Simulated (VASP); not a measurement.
# Zn (Fm-3m) in VASP: a series of runs

The runs below take Zn through single point, with LDA.

Everything below comes from runs of VASP 6.6.1. Logs are shortened: lines on timing, memory, paths and dates and some standing lists are left out, and cuts for length are marked.

## Step 1: The cell of the first run

Symmetry: Fm-3m, No. 225, cubic system. Conventional cell: a = 3.930 Å, b = 3.930 Å, c = 3.930 Å, α = 90.00°, β = 90.00°, γ = 90.00°. Within 3.7 Å of Zn (site symmetry m-3m) lie 12 Zn at 2.78 Å.

## Step 2: Single point, LDA

INCAR reads:

```
ALGO     = Normal         # electronic algorithm
EDIFF    = 1E-6           # SCF threshold, eV
ENCUT    = 520            # plane-wave cutoff, eV
ISIF     = 2              # what is computed and relaxed
ISMEAR   = 1              # smearing method
LASPH    = True           # aspherical terms in the spheres
LCHARG   = False          # write CHGCAR
LREAL    = False          # projectors in reciprocal space
LWAVE    = False          # write WAVECAR
NBANDS   = 12             # bands
NELM     = 100            # most SCF steps
PREC     = Accurate       # precision mode
SIGMA    = 0.05           # smearing width, eV
```

KPOINTS reads:

```
k-points
0
Gamma
  13 13 13
```

POSCAR reads:

```
Zn
1.0
    0.0000000000      1.9647760000      1.9647760000
    1.9647760000      0.0000000000      1.9647760000
    1.9647760000      1.9647760000      0.0000000000
Zn
1
Direct
    0.0000000000      0.0000000000      0.0000000000
```

Potentials or basis: VASP PAW LDA potentials, release 64 (Zn).

On the command line:

```
$ cat potpaw_LDA.64/Zn/POTCAR > POTCAR
$ mpirun -np 1 vasp_std > vasp.out
```

OUTCAR:

```text
EDIFF = 1E-6
   ENCUT = 520
   ISIF = 2
   ISMEAR = 1
   LASPH = True
   LREAL = False
   NELM = 100
   PREC = Accurate

 ion  position               nearest neighbor table
   1  0.000  0.000  0.000-

  LATTYP: Found a face centered cubic cell.
 ALAT       =     3.9295520000

  Lattice vectors:

 A1 = (   0.0000000000,   1.9647760000,   1.9647760000)
 A2 = (   1.9647760000,   0.0000000000,   1.9647760000)
 A3 = (   1.9647760000,   1.9647760000,   0.0000000000)

Analysis of symmetry for initial positions (statically):
=====================================================================
 Subroutine PRICEL returns:
 Original cell was already a primitive cell.

 Routine SETGRP: Setting up the symmetry group for a
 face centered cubic supercell.

 Subroutine GETGRP returns: Found 48 space group operations
 (whereof 48 operations were pure point group operations)
 out of a pool of 48 trial point group operations.

The static configuration has the point symmetry O_h .

Analysis of symmetry for dynamics (positions and initial velocities):
=====================================================================
 Subroutine PRICEL returns:
 Original cell was already a primitive cell.

 Routine SETGRP: Setting up the symmetry group for a
 face centered cubic supercell.

 Subroutine GETGRP returns: Found 48 space group operations
 (whereof 48 operations were pure point group operations)
 out of a pool of 48 trial point group operations.

The dynamic configuration has the point symmetry O_h .

 Subroutine INISYM returns: Found 48 space group operations
 (whereof 48 operations are pure point group operations),
 and found     1 'primitive' translations

----------------------------------------------------------------------------------------

                                     Primitive cell

  volume of cell :      15.1694

  direct lattice vectors                    reciprocal lattice vectors
     0.000000000  1.964776000  1.964776000    -0.254481936  0.254481936  0.254481936
     1.964776000  0.000000000  1.964776000     0.254481936 -0.254481936  0.254481936
     1.964776000  1.964776000  0.000000000     0.254481936  0.254481936 -0.254481936

  length of vectors
     2.778612866  2.778612866  2.778612866     0.440775643  0.440775643  0.440775643

  position of ions in fractional coordinates (direct lattice)
     0.000000000  0.000000000  0.000000000

  ion indices of the primitive-cell ions
   primitive index   ion index
                 1           1
[... 74 lines left out ...]
   EDIFFG = 0.1E-04   stopping-criterion for IOM
   NSW    =      0    number of steps for IOM
   IBRION =     -1    ionic relax: 0-MD 1-quasi-New 2-CG
   NFREE  =      0    steps in history (QN), initial steepest desc. (CG)
   ISIF   =      2    stress and relaxation
   ISYM   =      2    0-nonsym 1-usesym 2-fastsym
   POTIM  = 0.5000    time-step for ionic-motion
   TEBEG  =    0.0;   TEEND  =   0.0 temperature during run
   PSTRESS=    0.0 pullay stress
   NELECT =      12.0000    total number of electrons
   NUPDOWN=      -1.0000    fix difference up-down
   EMIN   =  10.00;   EMAX   =-10.00  energy-range for DOS
   EFERMI =   0.00;   METHOD = LEGACY
   ISMEAR =     1;   SIGMA  =   0.05  broadening in eV -4-tet -1-fermi 0-gaus
   EFERMI_NEDOS =   21; number of points for ismear=-14 and -15
   IALGO  =     38    algorithm
   IMIX   =      4    mixing-type and parameters
     AMIX     =   0.40;   BMIX     =  1.00
     AMIX_MAG =   1.60;   BMIX_MAG =  1.00
  volume/ion in A,a.u.               =      15.17       102.37
  Fermi-wavevector in a.u.,A,eV,Ry     =   1.514069  2.861175 31.190044  2.292404
  Thomas-Fermi vector in A             =   2.623775
   LORBIT       =      0    0 simple, 1 ext, 2 COOP (PROOUT), +10 PAW based schemes
   GGA     = CA    functional components
   LHFCALC =     F    Hartree Fock is set to
   AEXX    =    0.0000 exact exchange contribution
   IVDW    =     0    specifies the selected vdW correction
   LEPSILON=     F    determine dielectric tensor
   LRPA    =     F    only Hartree local field effects (RPA)
 non-spin polarized calculation
 Methfessel and Paxton  Order N= 1 SIGMA  =   0.05
  energy-cutoff  :      520.00
  volume of cell :       15.17
 maximum number of plane-waves:       423
 NGX is ok and might be reduce to    24
   NGX = 11   NGY = 11   NGZ = 11

 number of electron      12.0000008 magnetization

 Free energy of the ion-electron system (eV)
  ---------------------------------------------------
  ext. energy  EPLUGINS =         0.00000000
  ---------------------------------------------------
  free energy    TOTEN  =        -1.80492612 eV

  energy without entropy =       -1.80491379  energy(sigma->0) =       -1.80492201

 E-fermi :   2.8280     XC(G=0): -11.9113

 val. band max:        2.7198759085   @ k =  -0.3846   0.4615   0.0769
 cond. band min:       2.8479487287   @ k =  -0.3846   0.3077   0.0000
 fundamental gap:      0.1280728202
 Fermi energy:         2.8279677815

 k-point     1 :       0.0000    0.0000    0.0000
  band No.  band energies     occupation
      1      -7.5070      2.00000
      2      -4.8504      2.00000
      3      -4.8504      2.00000
      4      -4.8504      2.00000
      5      -4.4684      2.00000
      6      -4.4684      2.00000
      7      20.9595      0.00000
      8      20.9595      0.00000
      9      20.9595      0.00000
     10      21.8891      0.00000
     11      23.9138      0.00000
     12      23.9138      0.00000
[... 331 lines left out ...]
 k-point    24 :       0.4615    0.1538    0.0000
  band No.  band energies     occupation
      1      -5.3809      2.00000
      2      -4.9096      2.00000
      3      -4.7018      2.00000
      4      -4.5709      2.00000
      5      -4.1756      2.00000
      6      -1.1667      2.00000
      7       4.3517      0.00000
      8      14.0873      0.00000
      9      15.0832      0.00000
     10      17.7953      0.00000
     11      26.1141      0.00000
     12      26.7678      0.00000

 [... further k-points ...]
[... 5 lines left out ...]
  --------------------------------------------------------------------------------------
  -------------------------------------------------------------------------------------
  Total       -0.7815755     -0.7815755     -0.7815755      0.0000000     -0.0000000      0.0000000
  in kB      -82.5491085    -82.5491085    -82.5491085      0.0000000     -0.0000000      0.0000000
  external PRESSURE =     -82.5491085 kB  Pullay stress =       0.0000000 kB

 VOLUME and BASIS-vectors are now :
 -----------------------------------------------------------------------------
  energy-cutoff  :      520.00
  volume of cell :       15.17
      direct lattice vectors                 reciprocal lattice vectors
     0.000000000  1.964776000  1.964776000    -0.254481936  0.254481936  0.254481936
     1.964776000  0.000000000  1.964776000     0.254481936 -0.254481936  0.254481936
     1.964776000  1.964776000  0.000000000     0.254481936  0.254481936 -0.254481936

 POSITION                                       TOTAL-FORCE (eV/Angst)
 -----------------------------------------------------------------------------------
      0.00000      0.00000      0.00000        -0.000000      0.000000      0.000000
 -----------------------------------------------------------------------------------
    total drift:                               -0.000000     -0.000000     -0.000000

  FREE ENERGIE OF THE ION-ELECTRON SYSTEM (eV)
  ---------------------------------------------------
  free  energy   TOTEN  =        -1.8049261198 eV

  energy  without entropy=       -1.8049137901  energy(sigma->0) =       -1.80492201
```

OSZICAR:

```text
N       E                     dE             d eps       ncg     rms          rms(c)
DAV:   1     0.429640736609E+02    0.42964E+02   -0.66201E+03  2080   0.161E+03
DAV:   2    -0.561257169167E+00   -0.43525E+02   -0.40685E+02  2100   0.216E+02
DAV:   3    -0.192303312777E+01   -0.13618E+01   -0.13597E+01  2332   0.379E+01
DAV:   4    -0.192627891052E+01   -0.32458E-02   -0.32457E-02  2292   0.186E+00
DAV:   5    -0.192628150155E+01   -0.25910E-05   -0.25913E-05  2320   0.508E-02    0.280E+00
DAV:   6    -0.181691207347E+01    0.10937E+00   -0.56103E-01  2436   0.152E+01    0.212E+00
DAV:   7    -0.180867736181E+01    0.82347E-02   -0.12328E-02  2256   0.221E+00    0.106E+00
DAV:   8    -0.180493529106E+01    0.37421E-02   -0.14804E-03  2740   0.491E-01    0.285E-02
DAV:   9    -0.180492646815E+01    0.88229E-05   -0.84082E-05  3080   0.144E-01    0.216E-02
DAV:  10    -0.180492611983E+01    0.34832E-06   -0.73656E-06  2200   0.472E-02
   1 F= -.18049261E+01 E0= -.18049220E+01  d E =-.123298E-04
```

stdout:

```text
POSCAR found type information on POSCAR Zn
 POSCAR found :  1 types and       1 ions
 scaLAPACK will be used
 LDA part: xc-table for (Slater(with rela. corr.)+CA(PZ))
 , standard interpolation
 POSCAR, INCAR and KPOINTS ok, starting setup
 FFT: planning ... GRIDC
 FFT: planning ... GRID_SOFT
 FFT: planning ... GRID
 WAVECAR not read
 entering main loop
```

Run time: 4.2 s. Hardware: 1 thread of Intel Xeon 6975P-C (Granite Rapids), shared host; peak memory 0.13 GiB.

What came out:

```yaml
Free_energy: -1.8049 eV
Pressure: -8.3 GPa
Band_gap_on_the_k_mesh: zero (band 6 reaches 3.96 eV, above the bottom of band 7 at 1.62 eV)
```

## Step 3: Single point, LDA

This run uses another cell than the first one, of 15.78 Å³/atom, 1.040 times its volume.

INCAR reads:

```
SYSTEM = Zn
PREC = Accurate
ENCUT = 520
EDIFF = 1E-7
ISMEAR = 1
SIGMA = 0.05
LREAL = .FALSE.
LASPH = .TRUE.
NELM = 80
ALGO = Normal
ISIF = 2
LWAVE = .FALSE.
LCHARG = .FALSE.
NBANDS = 12
```

KPOINTS reads:

```
regular mesh
0
G
  13 13 13
  0 0 0
```

POSCAR reads:

```
Zn
1.0
    0.0000000000      1.9906312808      1.9906312808
    1.9906312808      0.0000000000      1.9906312808
    1.9906312808      1.9906312808      0.0000000000
Zn
1
Direct
    0.0000000000      0.0000000000      0.0000000000
```

Potentials or basis: VASP PAW LDA potentials, release 64 (Zn).

On the command line:

```
$ cat potpaw_LDA.64/Zn/POTCAR > POTCAR
$ mpirun -np 1 vasp_std > vasp.out
```

Run time: 4.4 s. Hardware: 1 thread of Intel Xeon 6975P-C (Granite Rapids), shared host; peak memory 0.13 GiB.

Results (log left out):

| Property | Result |
| --- | --- |
| Free energy | -1.7697 eV |
| Pressure | -10.2 GPa |
| Band gap on the k mesh | zero (band 6 reaches 3.69 eV, above the bottom of band 7 at 1.29 eV) |

Levels at points of the mesh, in eV from the Fermi level:
```csv
k point,band 2,band 3,band 4,band 5,band 6,band 7,band 8,band 9,band 10,band 11
"(0.00, 0.00, 0.00)",-7.57,-7.57,-7.57,-7.21,-7.21,17.60,17.60,17.60,18.78,20.61
```

## Step 4: Single point, LDA

This run uses another cell than the first one, of 16.38 Å³/atom, 1.080 times its volume.

INCAR reads:

```
SYSTEM = Zn
ALGO = Normal
EDIFF = 1E-6
ENCUT = 520
ISIF = 2
ISMEAR = 1
LASPH = .TRUE.
LCHARG = .FALSE.
LREAL = .FALSE.
LWAVE = .FALSE.
NBANDS = 12
NELM = 60
PREC = Accurate
SIGMA = 0.05
```

KPOINTS reads:

```
k-points
0
G
  13 13 13
  0 0 0
```

POSCAR reads:

```
Zn
1.0
    0.0000000000      2.0158318204      2.0158318204
    2.0158318204      0.0000000000      2.0158318204
    2.0158318204      2.0158318204      0.0000000000
Zn
1
Direct
    0.0000000000      0.0000000000      0.0000000000
```

On the command line:

```
$ cat potpaw_LDA.64/Zn/POTCAR > POTCAR
$ mpirun -np 1 vasp_std > vasp.out
```

Run time: 4.2 s. Hardware: 1 thread of Intel Xeon 6975P-C (Granite Rapids), shared host; peak memory 0.13 GiB.

Results (log left out):

```
Free energy            : -1.7288 eV
Pressure               : -11.2 GPa
Band gap on the k mesh : zero (band 6 reaches 3.45 eV, above the bottom of band 7 at 1.00 eV)
```

Levels at points of the mesh, in eV from the Fermi level:
| k point | band 3 | band 4 | band 5 | band 6 | band 7 | band 8 | band 9 | band 10 |
| --- | --- | --- | --- | --- | --- | --- | --- | --- |
| (0.00, 0.00, 0.00) | -7.49 | -7.49 | -7.16 | -7.16 | 17.08 | 17.08 | 17.08 | 18.49 |

## Step 5: The runs side by side

| cell | gap on the mesh (eV) | pressure (GPa) |
| --- | --- | --- |
| a = 2.779 Å, angles 60.0°, 1 atom | none | -8.3 |
| a = 2.815 Å, angles 60.0°, 1 atom | none | -10.2 |
| a = 2.851 Å, angles 60.0°, 1 atom | none | -11.2 |

Alike in all rows: task single point; level LDA; potentials or basis VASP PAW LDA potentials, release 64 (Zn); no spin polarisation; k mesh 13 × 13 × 13; cutoff (eV) 520; smearing methfessel-paxton 0.05 eV.

Total energies depend on the potentials used, so only differences within one code and one set of settings carry meaning.
